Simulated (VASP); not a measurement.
# BP (F-43m) in VASP: a series of runs

The runs below take BP through single point, with BLYP+D3(BJ), SVWN5.

All numbers are computed with VASP 6.6.1; they aren't measurements. Logs are shortened: lines on timing, memory, paths and dates and some standing lists are left out, and cuts for length are marked.

### Step 1. The cell of the first run

Symmetry: F-43m, No. 216, cubic system. The conventional cell has a = 4.477 Å, b = 4.477 Å, c = 4.477 Å, α = 90.00°, β = 90.00°, γ = 90.00°. P (site symmetry -43m) has 4 B at 1.94 Å within 2.6 Å. Within 2.6 Å of B (site symmetry -43m) lie 4 P at 1.94 Å.

### Step 2. Single point, BLYP+D3(BJ)

File INCAR:

```
SYSTEM = BP
PREC = Accurate ; ENCUT = 520
EDIFF = 1E-6 ; ISMEAR = -1
SIGMA = 0.05 ; LREAL = .FALSE.
LASPH = .TRUE. ; NELM = 60
ALGO = Normal ; ISIF = 2
LWAVE = .FALSE. ; LCHARG = .FALSE.
GGA = B5 ; ALDAX = 1.0
AGGAX = 1.0 ; AGGAC = 1.0
ALDAC = 0.0 ; IVDW = 12
VDW_S6 = 1.0 ; VDW_S8 = 2.6996
VDW_A1 = 0.4298 ; VDW_A2 = 4.2359
NBANDS = 11
```

File KPOINTS:

```
Automatic mesh
0
G
  10 10 10
  0 0 0
```

File POSCAR:

```
BP
1.0
    0.0000000000      2.2383340787      2.2383340787
    2.2383340787      0.0000000000      2.2383340787
    2.2383340787      2.2383340787      0.0000000000
P B
1 1
Direct
    0.7500000000      0.7500000000      0.7500000000
    0.0000000000      0.0000000000      0.0000000000
```

Potentials or basis: VASP PAW PBE potentials, release 64 (P, B).

Command:

```console
cat potpaw_PBE.64/P/POTCAR potpaw_PBE.64/B/POTCAR > POTCAR
mpirun -np 1 vasp_std > vasp.out
```

OUTCAR:

```text
SYSTEM = BP
   PREC = Accurate
   ENCUT = 520
   EDIFF = 1E-6
   ISMEAR = -1
   LREAL = .FALSE.
   LASPH = .TRUE.
   NELM = 60
   ISIF = 2
   GGA = B5
   IVDW = 12
 IVDW          = 12

 ion  position               nearest neighbor table
   1  0.750  0.750  0.750-   2 1.94   2 1.94   2 1.94   2 1.94
   2  0.000  0.000  0.000-   1 1.94   1 1.94   1 1.94   1 1.94

  LATTYP: Found a face centered cubic cell.
 ALAT       =     4.4766681574

  Lattice vectors:

 A1 = (   0.0000000000,   2.2383340787,   2.2383340787)
 A2 = (   2.2383340787,   0.0000000000,   2.2383340787)
 A3 = (   2.2383340787,   2.2383340787,   0.0000000000)

Analysis of symmetry for initial positions (statically):
=====================================================================
 Subroutine PRICEL returns:
 Original cell was already a primitive cell.

 Routine SETGRP: Setting up the symmetry group for a
 face centered cubic supercell.

 Subroutine GETGRP returns: Found 24 space group operations
 (whereof 24 operations were pure point group operations)
 out of a pool of 48 trial point group operations.

The static configuration has the point symmetry T_d .

Analysis of symmetry for dynamics (positions and initial velocities):
=====================================================================
 Subroutine PRICEL returns:
 Original cell was already a primitive cell.

 Routine SETGRP: Setting up the symmetry group for a
 face centered cubic supercell.

 Subroutine GETGRP returns: Found 24 space group operations
 (whereof 24 operations were pure point group operations)
 out of a pool of 48 trial point group operations.

The dynamic configuration has the point symmetry T_d .

 Subroutine INISYM returns: Found 24 space group operations
 (whereof 24 operations are pure point group operations),
 and found     1 'primitive' translations

----------------------------------------------------------------------------------------

                                     Primitive cell

  volume of cell :      22.4287

  direct lattice vectors                    reciprocal lattice vectors
     0.000000000  2.238334079  2.238334079    -0.223380417  0.223380417  0.223380417
     2.238334079  0.000000000  2.238334079     0.223380417 -0.223380417  0.223380417
     2.238334079  2.238334079  0.000000000     0.223380417  0.223380417 -0.223380417

  length of vectors
     3.165482411  3.165482411  3.165482411     0.386906232  0.386906232  0.386906232

  position of ions in fractional coordinates (direct lattice)
     0.750000000  0.750000000  0.750000000
     0.000000000  0.000000000  0.000000000

  ion indices of the primitive-cell ions
   primitive index   ion index
                 1           1
                 2           2

----------------------------------------------------------------------------------------

 KPOINTS: Automatic mesh

Automatic generation of k-mesh.
 Grid dimensions read from file:
 generate k-points for:   10   10   10

 Generating k-lattice:

  Cartesian coordinates                     Fractional coordinates (reciprocal lattice)
    -0.022338042  0.022338042  0.022338042     0.100000000  0.000000000  0.000000000
     0.022338042 -0.022338042  0.022338042     0.000000000  0.100000000  0.000000000
     0.022338042  0.022338042 -0.022338042     0.000000000  0.000000000  0.100000000

  Length of vectors
     0.038690623  0.038690623  0.038690623

  Shift w.r.t. Gamma in fractional coordinates (k-lattice)
     0.000000000  0.000000000  0.000000000

 Subroutine IBZKPT returns following result:
 ===========================================

 Found     47 irreducible k-points:

 Following reciprocal coordinates:
            Coordinates               Weight
  0.000000  0.000000  0.000000      1.000000
  0.100000  0.000000  0.000000      8.000000
  0.200000  0.000000  0.000000      8.000000
  0.300000  0.000000  0.000000      8.000000
  0.400000  0.000000  0.000000      8.000000
  0.500000  0.000000  0.000000      4.000000
[... 16 lines left out ...]
  0.300000  0.300000  0.000000      6.000000
  0.400000  0.300000  0.000000     24.000000
 [... further k-points ...]
   k-points           NKPTS =     47   k-points in BZ     NKDIM =     47   number of bands    NBANDS=     11
   number of dos      NEDOS =    301   number of ions     NIONS =      2
   total plane-waves  NPLWV =  13824
   dimension x,y,z NGX =    24 NGY =   24 NGZ =   24
   dimension x,y,z NGXF=    48 NGYF=   48 NGZF=   48
   ions per type =               1   1
   NGX,Y,Z   is equivalent  to a cutoff of  12.60, 12.60, 12.60 a.u.
   NGXF,Y,Z  is equivalent  to a cutoff of  25.21, 25.21, 25.21 a.u.
 SYSTEM =  BP
   PREC   = accura    normal or accurate (medium, high low for compatibility)
   ISTART =      0    job   : 0-new  1-cont  2-samecut
   ICHARG =      2    charge: 1-file 2-atom 10-const
   ISPIN  =      1    spin polarized calculation?
   LNONCOLLINEAR =      F non collinear calculations
   LSORBIT =      F    spin-orbit coupling
   LASPH  =      T    aspherical Exc in radial PAW
   ENCUT  =  520.0 eV  38.22 Ry    6.18 a.u.   5.89  5.89  5.89*2*pi/ulx,y,z
   NELM   =     60;   NELMIN=  2; NELMDL= -5     # of ELM steps
   EDIFF  = 0.1E-05   stopping-criterion for ELM
   LREAL  =      F    real-space projection
   EDIFFG = 0.1E-04   stopping-criterion for IOM
   NSW    =      0    number of steps for IOM
   IBRION =     -1    ionic relax: 0-MD 1-quasi-New 2-CG
   NFREE  =      0    steps in history (QN), initial steepest desc. (CG)
   ISIF   =      2    stress and relaxation
   ISYM   =      2    0-nonsym 1-usesym 2-fastsym
   POTIM  = 0.5000    time-step for ionic-motion
   TEBEG  =    0.0;   TEEND  =   0.0 temperature during run
   PSTRESS=    0.0 pullay stress
   NELECT =       8.0000    total number of electrons
   NUPDOWN=      -1.0000    fix difference up-down
   EMIN   =  10.00;   EMAX   =-10.00  energy-range for DOS
[... 5 lines left out ...]
     AMIX     =   0.40;   BMIX     =  1.00
     AMIX_MAG =   1.60;   BMIX_MAG =  1.00
  volume/ion in A,a.u.               =      11.21        75.68
  Fermi-wavevector in a.u.,A,eV,Ry     =   1.161012  2.193994 18.339948  1.347948
  Thomas-Fermi vector in A             =   2.297588
   LORBIT       =      0    0 simple, 1 ext, 2 COOP (PROOUT), +10 PAW based schemes
   GGA     = B5    functional components
   LHFCALC =     F    Hartree Fock is set to
   AEXX    =    0.0000 exact exchange contribution
   IVDW    =    12    specifies the selected vdW correction
   LEPSILON=     F    determine dielectric tensor
   LRPA    =     F    only Hartree local field effects (RPA)
 non-spin polarized calculation
  energy-cutoff  :      520.00
  volume of cell :       22.43
 maximum number of plane-waves:       620
   NGX = 11   NGY = 11   NGZ = 11

 number of electron       8.0000001 magnetization

 Free energy of the ion-electron system (eV)
  ---------------------------------------------------
  ext. energy  EPLUGINS =         0.00000000
  ---------------------------------------------------
  free energy    TOTEN  =       -11.50829861 eV

  energy without entropy =      -11.50829861  energy(sigma->0) =      -11.50829861

 E-fermi :   8.9971     XC(G=0): -10.3915

 val. band max:        8.2707488020   @ k =   0.0000   0.0000   0.0000
 cond. band min:       9.7619368997   @ k =   0.4000   0.4000   0.0000
 fundamental gap:      1.4911880978
 Fermi energy:         8.9971241728

 k-point     1 :       0.0000    0.0000    0.0000
  band No.  band energies     occupation
      1      -7.3781      2.00000
      2       8.2707      2.00000
      3       8.2707      2.00000
      4       8.2707      2.00000
      5      11.9216      0.00000
      6      11.9216      0.00000
      7      11.9216      0.00000
      8      16.3779      0.00000
      9      20.4916      0.00000
     10      20.7847      0.00000
     11      20.7847      0.00000

 k-point     2 :       0.1000    0.0000    0.0000
  band No.  band energies     occupation
      1      -7.1936      2.00000
      2       6.9917      2.00000
      3       7.9803      2.00000
      4       7.9803      2.00000
      5      12.3300      0.00000
      6      12.3300      0.00000
      7      12.3747      0.00000
      8      16.8514      0.00000
      9      20.1043      0.00000
     10      20.1043      0.00000
     11      21.0612      0.00000

 k-point     3 :       0.2000    0.0000    0.0000
  band No.  band energies     occupation
      1      -6.6470      2.00000
      2       4.6407      2.00000
      3       7.4209      2.00000
      4       7.4209      2.00000
      5      12.6469      0.00000
      6      13.0596      0.00000
      7      13.0596      0.00000
      8      17.9222      0.00000
      9      19.4985      0.00000
     10      19.4985      0.00000
     11      21.9202      0.00000

 k-point     4 :       0.3000    0.0000    0.0000
  band No.  band energies     occupation
      1      -5.7685      2.00000
      2       2.2481      2.00000
      3       6.9263      2.00000
      4       6.9263      2.00000
      5      12.6058      0.00000
      6      13.3976      0.00000
      7      13.3976      0.00000
      8      18.7554      0.00000
      9      20.0895      0.00000
     10      20.0895      0.00000
     11      22.1970      0.00000
[... 239 lines left out ...]
 k-point    22 :      -0.2000    0.2000    0.0000
  band No.  band energies     occupation
      1      -5.4701      2.00000
      2       3.0234      2.00000
      3       4.0877      2.00000
      4       7.0256      2.00000
      5      13.0524      0.00000
      6      13.8780      0.00000
      7      14.9794      0.00000
      8      17.1120      0.00000
      9      18.1185      0.00000
     10      22.4245      0.00000
     11      24.7798      0.00000

 k-point    23 :       0.3000    0.3000    0.0000
  band No.  band energies     occupation
      1      -5.2124      2.00000
      2       3.4651      2.00000
      3       5.0269      2.00000
      4       5.0269      2.00000
      5      10.0451      0.00000
      6      12.5109      0.00000
      7      17.4849      0.00000
      8      17.4849      0.00000
      9      21.9328      0.00000
     10      23.1000      0.00000
     11      25.5973      0.00000

 k-point    24 :       0.4000    0.3000    0.0000
  band No.  band energies     occupation
      1      -4.3666      2.00000
      2       2.1115      2.00000
      3       4.1992      2.00000
      4       4.7264      2.00000
      5      10.3355      0.00000
      6      12.2059      0.00000
      7      18.1282      0.00000
      8      18.1491      0.00000
      9      22.8184      0.00000
     10      24.0032      0.00000
     11      26.1033      0.00000

 [... further k-points ...]

------------------------ aborting loop because EDIFF is reached ----------------------------------------

 Edisp (eV)   -1.42884

 E8    (eV) :    -0.9658

  FORCE on cell =-STRESS in cart. coord.  units (eV):
  Direction    XX          YY          ZZ          XY          YZ          ZX
  --------------------------------------------------------------------------------------
  -------------------------------------------------------------------------------------
  Total       0.44150     0.44150     0.44150    -0.00000     0.00000    -0.00000
  in kB      31.53802    31.53802    31.53802    -0.00000     0.00000    -0.00000
  external pressure =       31.54 kB  Pullay stress =        0.00 kB

 VOLUME and BASIS-vectors are now :
 -----------------------------------------------------------------------------
  energy-cutoff  :      520.00
  volume of cell :       22.43
      direct lattice vectors                 reciprocal lattice vectors
     0.000000000  2.238334079  2.238334079    -0.223380417  0.223380417  0.223380417
     2.238334079  0.000000000  2.238334079     0.223380417 -0.223380417  0.223380417
     2.238334079  2.238334079  0.000000000     0.223380417  0.223380417 -0.223380417

 POSITION                                       TOTAL-FORCE (eV/Angst)
 -----------------------------------------------------------------------------------
      3.35750      3.35750      3.35750        -0.000000     -0.000000     -0.000000
      0.00000      0.00000      0.00000         0.000000      0.000000      0.000000
 -----------------------------------------------------------------------------------
    total drift:                                0.000000      0.000000     -0.000000

  FREE ENERGIE OF THE ION-ELECTRON SYSTEM (eV)
  ---------------------------------------------------
  free  energy   TOTEN  =       -12.9371412561 eV

  energy  without entropy=      -12.9371412512  energy(sigma->0) =      -12.93714125
```

Wall time 9.2 s (1 thread of Intel Xeon 6975P-C, shared host); peak memory 0.15 GiB.

Results:

```
Free energy                : -12.9371 eV
Pressure                   : 3.2 GPa
Band gap on the k mesh     : 1.49 eV, indirect (least direct gap 3.65 eV)
Dispersion energy per atom : -0.714 eV
```

Levels at points of the mesh, in eV from the valence-band top:
```
           k point  band 1  band 2  band 3  band 4  band 5  band 6  band 7  band 8
(0.00, 0.00, 0.00)  -15.65    0.00    0.00    0.00    3.65    3.65    3.65    8.11
(0.50, 0.00, 0.00)  -12.23   -9.12   -1.77   -1.77    4.21    4.98    4.98   10.63
(0.50, 0.50, 0.00)  -10.67   -8.64   -4.16   -4.16    1.58    1.95   12.58   12.58
```

Caveat: the PAW data sets were made with another functional, which shifts forces and pressure a little. BLYP gaps usually lie below the measured ones, often by a third to a half.

### Step 3. Single point, SVWN5

This run uses another cell than the first one, of 11.31 Å³/atom, 1.009 times its volume.

File INCAR:

```
PREC = Accurate ; ENCUT = 520
EDIFF = 1E-7 ; ISMEAR = -1
SIGMA = 0.05 ; LREAL = F
LASPH = T ; NELM = 100
ALGO = Normal ; ISIF = 2
LWAVE = F ; LCHARG = F
GGA = VW ; NBANDS = 11
```

File KPOINTS:

```
Automatic mesh
0
Gamma
  10 10 10
```

File POSCAR:

```
BP
1.0
    0.0000000000      2.2448644681      2.2448644681
    2.2448644681      0.0000000000      2.2448644681
    2.2448644681      2.2448644681      0.0000000000
P B
1 1
Direct
    0.7500000000      0.7500000000      0.7500000000
    0.0000000000      0.0000000000      0.0000000000
```

Potentials or basis: VASP PAW PBE potentials, release 64 (P, B).

Command:

```console
cat potpaw_PBE.64/P/POTCAR potpaw_PBE.64/B/POTCAR > POTCAR
mpirun -np 1 vasp_std > vasp.out
```

OUTCAR:

```text
PREC = Accurate
   ENCUT = 520
   EDIFF = 1E-7
   ISMEAR = -1
   LREAL = F
   LASPH = T
   NELM = 100
   ISIF = 2
   GGA = VW

 ion  position               nearest neighbor table
   1  0.750  0.750  0.750-   2 1.94   2 1.94   2 1.94   2 1.94
   2  0.000  0.000  0.000-   1 1.94   1 1.94   1 1.94   1 1.94

  LATTYP: Found a face centered cubic cell.
 ALAT       =     4.4897289362

  Lattice vectors:

[... 509 lines left out ...]
      2       1.4575      2.00000
      3       3.4521      2.00000
      4       4.0082      2.00000
      5       9.3842      0.00000
      6      11.1837      0.00000
      7      17.2856      0.00000
      8      17.3068      0.00000
      9      21.8535      0.00000
     10      23.2295      0.00000
     11      24.9492      0.00000

 [... further k-points ...]
[... 5 lines left out ...]
  --------------------------------------------------------------------------------------
  -------------------------------------------------------------------------------------
  Total        0.0920787      0.0920787      0.0920787     -0.0000000     -0.0000000     -0.0000000
  in kB        6.5203279      6.5203279      6.5203279     -0.0000000     -0.0000000     -0.0000000
  external PRESSURE =       6.5203279 kB  Pullay stress =       0.0000000 kB

 VOLUME and BASIS-vectors are now :
 -----------------------------------------------------------------------------
  energy-cutoff  :      520.00
  volume of cell :       22.63
      direct lattice vectors                 reciprocal lattice vectors
     0.000000000  2.244864468  2.244864468    -0.222730596  0.222730596  0.222730596
     2.244864468  0.000000000  2.244864468     0.222730596 -0.222730596  0.222730596
     2.244864468  2.244864468  0.000000000     0.222730596  0.222730596 -0.222730596

 POSITION                                       TOTAL-FORCE (eV/Angst)
 -----------------------------------------------------------------------------------
      3.36730      3.36730      3.36730         0.000000      0.000000      0.000000
      0.00000      0.00000      0.00000        -0.000000     -0.000000     -0.000000
 -----------------------------------------------------------------------------------
    total drift:                               -0.000000     -0.000000     -0.000000

  FREE ENERGIE OF THE ION-ELECTRON SYSTEM (eV)
  ---------------------------------------------------
  free  energy   TOTEN  =       -14.2754722213 eV

  energy  without entropy=      -14.2754721208  energy(sigma->0) =      -14.27547217
```

stdout:

```text
POSCAR found type information on POSCAR P B
 POSCAR found :  2 types and       2 ions
 scaLAPACK will be used
 -----------------------------------------------------------------------------
|                                                                             |
|                                                                             |
|     You enforced a specific xc type in the INCAR file but a different       |
|     I HOPE YOU KNOW WHAT YOU ARE DOING!                                     |
|                                                                             |
 -----------------------------------------------------------------------------

 LDA part: xc-table for (Slater(with rela. corr.)+VWN5), standard interpolation
 POSCAR, INCAR and KPOINTS ok, starting setup
 FFT: planning ... GRIDC
 FFT: planning ... GRID_SOFT
 FFT: planning ... GRID
 WAVECAR not read
 entering main loop
```

Wall time 5.3 s (1 thread of Intel Xeon 6975P-C, shared host); peak memory 0.13 GiB.

Results:

```
Free energy            : -14.2755 eV
Pressure               : 0.7 GPa
Band gap on the k mesh : 1.16 eV, indirect (least direct gap 3.44 eV)
```

Caveat: the PAW data sets were made with another functional, which shifts forces and pressure a little. A k mesh can miss the band edges.
